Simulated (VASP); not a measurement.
# BAs (F-43m) in VASP: further runs, part 3 of 3

VASP 6.6.1. Earlier steps stand in the parts before.

### 5 Vibrations by perturbation theory, PBE

This run uses another cell than the first one, of 13.33 Å³/atom, 1.019 times its volume.

Input file INCAR:

```
SYSTEM = BAs
PREC     = Accurate       ! precision mode
ENCUT    = 520            ! plane-wave cutoff, eV
EDIFF    = 1E-8           ! SCF threshold, eV
ISMEAR   = 0              ! smearing method
SIGMA    = 0.01           ! smearing width, eV
LREAL    = .FALSE.        ! projectors in reciprocal space
LASPH    = .TRUE.         ! aspherical terms in the spheres
NELM     = 80             ! most SCF steps
ALGO     = Normal         ! electronic algorithm
ISIF     = 2              ! what is computed and relaxed
LWAVE    = .FALSE.        ! write WAVECAR
LCHARG   = .TRUE.         ! write CHGCAR
GGA      = PE             ! functional
NBANDS   = 11             ! bands
IBRION   = 8              ! ionic algorithm
NSW      = 1              ! ionic steps
LEPSILON = .TRUE.         ! dielectric tensor by DFPT
```

Input file KPOINTS:

```
regular mesh
0
G
  10 10 10
  0 0 0
```

Input file POSCAR:

```
BAs
1.0
    0.0000000000      2.3713072074      2.3713072074
    2.3713072074      0.0000000000      2.3713072074
    2.3713072074      2.3713072074      0.0000000000
B As
1 1
Direct
    0.0000000000      0.0000000000      0.0000000000
    0.7500000000      0.7500000000      0.7500000000
```

Potentials or basis: VASP PAW PBE potentials, release 64 (B, As).

Launch:

```
$ cat potpaw_PBE.64/B/POTCAR potpaw_PBE.64/As/POTCAR > POTCAR
$ mpirun -np 1 vasp_std > vasp.out
```

OUTCAR:

```text
SYSTEM = BAs
   PREC = Accurate
   ENCUT = 520
   EDIFF = 1E-8
   ISMEAR = 0
   LREAL = .FALSE.
   LASPH = .TRUE.
   NELM = 80
   ISIF = 2
   GGA = PE
   IBRION = 8
   NSW = 1
   LEPSILON = .TRUE.

 ion  position               nearest neighbor table
   1  0.000  0.000  0.000-   2 2.05   2 2.05   2 2.05   2 2.05
   2  0.750  0.750  0.750-   1 2.05   1 2.05   1 2.05   1 2.05

  LATTYP: Found a face centered cubic cell.
[... 666 lines left out ...]
      3.556961  3.556961  3.556961     0.000000   -0.355082    0.000000
[... 21 lines left out ...]
   6 f/i=    0.000573 THz     0.003601 2PiTHz    0.019119 cm-1     0.002371 meV
             X         Y         Z           dx          dy          dz
      0.000000  0.000000  0.000000    -0.015067    0.113293    0.336186
      3.556961  3.556961  3.556961    -0.039668    0.298269    0.885087

--------------------------------------------------------------------------------------------------------

 MACROSCOPIC STATIC DIELECTRIC TENSOR IONIC CONTRIBUTION
 ------------------------------------------------------
           0.136118    -0.000000    -0.000000
          -0.000000     0.136118    -0.000000
          -0.000000    -0.000000     0.136118
 ------------------------------------------------------

 ELASTIC MODULI CONTR FROM IONIC RELAXATION (kBar)
 Direction    XX          YY          ZZ          XY          YZ          ZX
 --------------------------------------------------------------------------------
 XX          -0.0000     -0.0000     -0.0000     -0.0000     -0.0000     -0.0000
 YY          -0.0000     -0.0000     -0.0000     -0.0000     -0.0000     -0.0000
 ZZ          -0.0000     -0.0000     -0.0000     -0.0000     -0.0000     -0.0000
 XY          -0.0000     -0.0000     -0.0000   -237.0208      0.0000      0.0000
 YZ          -0.0000     -0.0000     -0.0000      0.0000   -237.0208      0.0000
 ZX          -0.0000     -0.0000     -0.0000      0.0000      0.0000   -237.0208
 --------------------------------------------------------------------------------

 PIEZOELECTRIC TENSOR IONIC CONTR  for field in x, y, z        (C/m^2)
          XX          YY          ZZ          XY          YZ          ZX
  --------------------------------------------------------------------------------
  x     0.00000     0.00000     0.00000    -0.00000     0.16901    -0.00000
  y     0.00000     0.00000     0.00000     0.00000    -0.00000     0.16901
  z     0.00000     0.00000     0.00000     0.16901    -0.00000    -0.00000
```

It took 3 min on 1 thread of Intel Xeon 6975P-C (Granite Rapids), shared host; peak memory 0.27 GiB.

What came out:

```
Electronic dielectric tensor (diagonal)                 : 9.79
Born charges (mean of the diagonal)                     : B -0.59; As +0.59 e
Highest phonon frequency at Γ, LO-TO splitting left out : 711 cm⁻¹
```

Phonon frequencies in cm⁻¹ (negative: imaginary):
```tsv
q point	frequencies
(0.000, 0.000, 0.000)	0 0 0 711 711 711
```

Electronic dielectric tensor:
```
9.79 0.00 0.00
0.00 9.79 0.00
0.00 0.00 9.79
```

Born effective charge tensors (e):
atom 1, B
```
-0.59  0.00  0.00
 0.00 -0.59  0.00
 0.00  0.00 -0.59
```
atom 2, As
```
0.59 0.00 0.00
0.00 0.59 0.00
0.00 0.00 0.59
```

Caveat: the cell wasn't relaxed at this level first, which shifts response properties.

### 6 Vibrations by perturbation theory, PBE

This run uses another cell than the first one, of 12.34 Å³/atom, 0.943 times its volume.

Input file INCAR:

```
PREC = Accurate
ENCUT = 520
EDIFF = 1E-8
ISMEAR = 0
SIGMA = 0.01
LREAL = F
LASPH = T
NELM = 80
ALGO = Normal
ISIF = 2
LWAVE = F
LCHARG = F
GGA = PE
IBRION = 8
NSW = 1
LEPSILON = T
```

Input file KPOINTS:

```
Automatic mesh
0
Gamma
  10 10 10
```

Input file POSCAR:

```
BAs
1.0
    0.0000000000      2.3109166251      2.3109166251
    2.3109166251      0.0000000000      2.3109166251
    2.3109166251      2.3109166251      0.0000000000
B As
1 1
Direct
    0.0000000000      0.0000000000      0.0000000000
    0.7500000000      0.7500000000      0.7500000000
```

Potentials or basis: VASP PAW PBE potentials, release 64 (B, As).

Launch:

```
$ cat potpaw_PBE.64/B/POTCAR potpaw_PBE.64/As/POTCAR > POTCAR
$ mpirun -np 1 vasp_std > vasp.out
```

OUTCAR:

```text
PREC = Accurate
   ENCUT = 520
   EDIFF = 1E-8
   ISMEAR = 0
   LREAL = F
   LASPH = T
   NELM = 80
   ISIF = 2
   GGA = PE
   IBRION = 8
   NSW = 1
   LEPSILON = T

 ion  position               nearest neighbor table
   1  0.000  0.000  0.000-   2 2.00   2 2.00   2 2.00   2 2.00
   2  0.750  0.750  0.750-   1 2.00   1 2.00   1 2.00   1 2.00

  LATTYP: Found a face centered cubic cell.
 ALAT       =     4.6218332502

  Lattice vectors:

 A1 = (   0.0000000000,   2.3109166251,   2.3109166251)
 A2 = (   2.3109166251,   0.0000000000,   2.3109166251)
 A3 = (   2.3109166251,   2.3109166251,   0.0000000000)

Analysis of symmetry for initial positions (statically):
=====================================================================
 Subroutine PRICEL returns:
 Original cell was already a primitive cell.

[... 562 lines left out ...]
  z     0.00000     0.00000     0.00000    11.84271     0.00000     0.00000

 SECOND DERIVATIVES (NOT SYMMETRIZED)
 ------------------------------------
               1X          1Y          1Z          2X          2Y          2Z
  1X   -20.503530    0.000000    0.000000   20.503530    0.000000    0.000000
  1Y     0.000000  -20.503530    0.000000    0.000000   20.503530    0.000000
  1Z     0.000000    0.000000  -20.503530    0.000000    0.000000   20.503530
  2X    20.495050    0.000000    0.000000  -20.495050    0.000000    0.000000
  2Y     0.000000   20.495050    0.000000    0.000000  -20.495050    0.000000
  2Z     0.000000    0.000000   20.495050    0.000000    0.000000  -20.495050

 Eigenvectors and eigenvalues of the dynamical matrix
 ----------------------------------------------------

   1 f  =   23.029797 THz   144.700483 2PiTHz  768.191345 cm-1    95.243545 meV
             X         Y         Z           dx          dy          dz
      0.000000  0.000000  0.000000     0.000000    0.934850    0.000000
      3.466375  3.466375  3.466375     0.000000   -0.355043    0.000000
[... 21 lines left out ...]
   6 f/i=    0.001581 THz     0.009933 2PiTHz    0.052732 cm-1     0.006538 meV
             X         Y         Z           dx          dy          dz
      0.000000  0.000000  0.000000     0.000000    0.000000   -0.355043
      3.466375  3.466375  3.466375     0.000000    0.000000   -0.934850

--------------------------------------------------------------------------------------------------------

 MACROSCOPIC STATIC DIELECTRIC TENSOR IONIC CONTRIBUTION
 ------------------------------------------------------
           0.242701    -0.000000     0.000000
          -0.000000     0.242701    -0.000000
           0.000000    -0.000000     0.242701
 ------------------------------------------------------

 ELASTIC MODULI CONTR FROM IONIC RELAXATION (kBar)
 Direction    XX          YY          ZZ          XY          YZ          ZX
 --------------------------------------------------------------------------------
 XX           0.0000      0.0000      0.0000      0.0000      0.0000      0.0000
 YY           0.0000      0.0000      0.0000      0.0000      0.0000      0.0000
 ZZ           0.0000      0.0000      0.0000      0.0000      0.0000      0.0000
 XY           0.0000      0.0000      0.0000   -459.6852      0.0000      0.0000
 YZ           0.0000      0.0000      0.0000      0.0000   -459.6852      0.0000
 ZX           0.0000      0.0000      0.0000      0.0000      0.0000   -459.6852
 --------------------------------------------------------------------------------

 PIEZOELECTRIC TENSOR IONIC CONTR  for field in x, y, z        (C/m^2)
          XX          YY          ZZ          XY          YZ          ZX
  --------------------------------------------------------------------------------
  x     0.00000     0.00000     0.00000     0.00000     0.31430    -0.00000
  y     0.00000     0.00000     0.00000    -0.00000     0.00000     0.31430
  z     0.00000     0.00000     0.00000     0.31430     0.00000    -0.00000
```

OSZICAR:

```text
N       E                     dE             d eps       ncg     rms          rms(c)
DAV:   1     0.140891546570E+02    0.14089E+02   -0.42518E+03   752   0.917E+02
DAV:   2    -0.117786667135E+02   -0.25868E+02   -0.25008E+02  1168   0.111E+02
[... 149 lines left out ...]
RMM:   5    -0.360492365570E-01    0.13538E-04    0.74532E-06  4670   0.380E-03    0.101E-03
RMM:   6    -0.360443381787E-01    0.48984E-05    0.34471E-06  4475   0.144E-03    0.202E-04
RMM:   7    -0.360443432868E-01   -0.51081E-08    0.87540E-07  4779   0.164E-04    0.638E-05
RMM:   8    -0.360442083169E-01    0.13497E-06    0.22898E-07  4655   0.787E-05    0.814E-06
RMM:   9    -0.360442900473E-01   -0.81730E-07   -0.53269E-08  4860   0.178E-05    0.156E-06
RMM:  10    -0.360442970262E-01   -0.69789E-08   -0.51140E-09  4226   0.326E-06    0.762E-07
 Linear response finished
```

stdout:

```text
POSCAR found type information on POSCAR B As
 POSCAR found :  2 types and       2 ions
 scaLAPACK will be used
 LDA part: xc-table for (Slater+PW92), standard interpolation
 POSCAR, INCAR and KPOINTS ok, starting setup
 FFT: planning ... GRIDC
 FFT: planning ... GRID_SOFT
 FFT: planning ... GRID
 WAVECAR not read
 entering main loop
[... 24 lines left out ...]
 dielectric tensor                  component  3 :     1.687     2.108     9.529
 Linear response DOF=           2
 Linear response progress:
 first order change of Fermi-energy   0.15177E-03
 force on displaced ion       1 direction 1 : -20.504   0.000   0.000
 Born effective charge ion    1 direction 1 :  -0.837   0.000   0.000
 Linear response progress:
 first order change of Fermi-energy   0.79194E-04
 force on displaced ion       2 direction 1 : -20.495  -0.000  -0.000
 Born effective charge ion    2 direction 1 :   0.815   0.000   0.000
 Born effective charges drift removed
 Linear response finished
```

Wall time 7.2 min (1 thread of AMD EPYC 7R13, shared host); peak memory 0.19 GiB.

Results:

| Item | Value |
| --- | --- |
| Electronic dielectric tensor (diagonal) | 9.53 |
| Born charges (mean of the diagonal) | B -0.82; As +0.82 e |
| Highest phonon frequency at Γ, LO-TO splitting left out | 768 cm⁻¹ |

Phonon frequencies in cm⁻¹ (negative: imaginary):
```
              q point        frequencies
(0.000, 0.000, 0.000)  0 0 0 768 768 768
```

Electronic dielectric tensor:
```
9.53 0.00 0.00
0.00 9.53 0.00
0.00 0.00 9.53
```

Born effective charge tensors (e):
atom 1, B
```
-0.82  0.00  0.00
 0.00 -0.82  0.00
 0.00  0.00 -0.82
```
atom 2, As
```
0.82 0.00 0.00
0.00 0.82 0.00
0.00 0.00 0.82
```

Caveat: the cell wasn't relaxed at this level first, which shifts response properties.

### 7 Elastic constants, PBE

This run uses another cell than the first one, of 13.90 Å³/atom, 1.062 times its volume.

Input file INCAR:

```
PREC     = Accurate       # precision mode
ENCUT    = 600            # plane-wave cutoff, eV
EDIFF    = 1E-8           # SCF threshold, eV
ISMEAR   = 0              # smearing method
SIGMA    = 0.01           # smearing width, eV
LREAL    = F              # projectors in reciprocal space
LASPH    = T              # aspherical terms in the spheres
NELM     = 60             # most SCF steps
ALGO     = Normal         # electronic algorithm
ISIF     = 3              # what is computed and relaxed
LWAVE    = F              # write WAVECAR
LCHARG   = T              # write CHGCAR
GGA      = PE             # functional
IBRION   = 6              # ionic algorithm
NFREE    = 2            
POTIM    = 0.015          # step
NSW      = 1              # ionic steps
```

Input file KPOINTS:

```
regular mesh
0
Gamma
  10 10 10
```

Input file POSCAR:

```
BAs
1.0
    0.0000000000      2.4046443106      2.4046443106
    2.4046443106      0.0000000000      2.4046443106
    2.4046443106      2.4046443106      0.0000000000
B As
1 1
Direct
    0.0000000000      0.0000000000      0.0000000000
    0.2500000000      0.2500000000      0.2500000000
```

Launch:

```
$ cat potpaw_PBE.64/B/POTCAR potpaw_PBE.64/As/POTCAR > POTCAR
$ mpirun -np 1 vasp_std > vasp.out
```

Run time: 7 min. Hardware: 1 thread of AMD EPYC 7R13 (Zen 3), shared host; peak memory 0.27 GiB.

The run converged. Its results:

* Elastic constants C11, C12, C44: 269, 66, 145 GPa
* Voigt bulk modulus: 134 GPa
* Highest phonon frequency at Γ, LO-TO splitting left out: 682 cm⁻¹

Phonon frequencies in cm⁻¹ (negative: imaginary):
| q point | frequencies |
| --- | --- |
| (0.000, 0.000, 0.000) | 0 0 0 682 682 682 |

Elastic tensor in Voigt notation (GPa, in the Cartesian axes of the cell as first typed):
```
269  66  66   0   0   0
 66 269  66   0   0   0
 66  66 269   0   0   0
  0   0   0 145   0   0
  0   0   0   0 145   0
  0   0   0   0   0 145
```

Clamped-ion elastic tensor (GPa):
```
269  66  66   0   0   0
 66 269  66   0   0   0
 66  66 269   0   0   0
  0   0   0 162   0   0
  0   0   0   0 162   0
  0   0   0   0   0 162
```
